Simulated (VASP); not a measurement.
Write the native input for VASP 6.6.1 that does the following.

```
Task                   : single point
Functional             : PBEsol
Potentials or basis    : VASP PAW PBE potentials, release 64 (Sb, Ga_d)
Cutoff                 : 520 eV
k mesh                 : 10 × 10 × 10
Occupations            : fermi-dirac, width 0.05 eV
Spin                   : no spin polarisation
Dipole correction      : no
Further INCAR settings : ALGO = Normal; EDIFF = 1e-07; NBANDS = 16
```

The structure of GaSb lies in POSCAR:

```
GaSb
1.0
   -2.7896675499      2.7896675499      1.6116397558
    2.7896675499     -2.7896675499      1.6116397558
    2.7896675499      2.7896675499     -1.6116397558
Sb Ga
1 1
Direct
    0.0000000000      0.0000000000      0.0000000000
    0.7500000000      0.2500000000      0.5000000000
```

This cell differs from its parent crystal: volume scaled by 1.04.

The input as run:

INCAR

```
PREC = Accurate
ENCUT = 520
EDIFF = 1E-7
ISMEAR = -1
SIGMA = 0.05
LREAL = F
LASPH = T
NELM = 80
ALGO = Normal
ISIF = 2
LWAVE = F
LCHARG = T
GGA = PS
LELF = T
LVHAR = T
NBANDS = 16
```

KPOINTS

```
regular mesh
0
Gamma
  10 10 10
```

Potentials or basis: VASP PAW PBE potentials, release 64 (Sb, Ga_d).

Launch:

```console
$ cat potpaw_PBE.64/Sb/POTCAR potpaw_PBE.64/Ga_d/POTCAR > POTCAR
$ mpirun -np 1 vasp_std > vasp.out
```

Results of the run:

* Pressure: -4.5 GPa
* Band gap on the k mesh: zero (band 9 reaches 7.77 eV, above the bottom of band 10 at 3.40 eV)

Caveat: the PAW data sets were made with another functional, which shifts forces and pressure a little; spin-orbit coupling is left out, which moves the levels of the heavy elements.

Run time: 30 s on 1 thread of Intel(R) Xeon(R) 6975P-C (Granite Rapids) (shared host), peak memory 0.23 GiB.
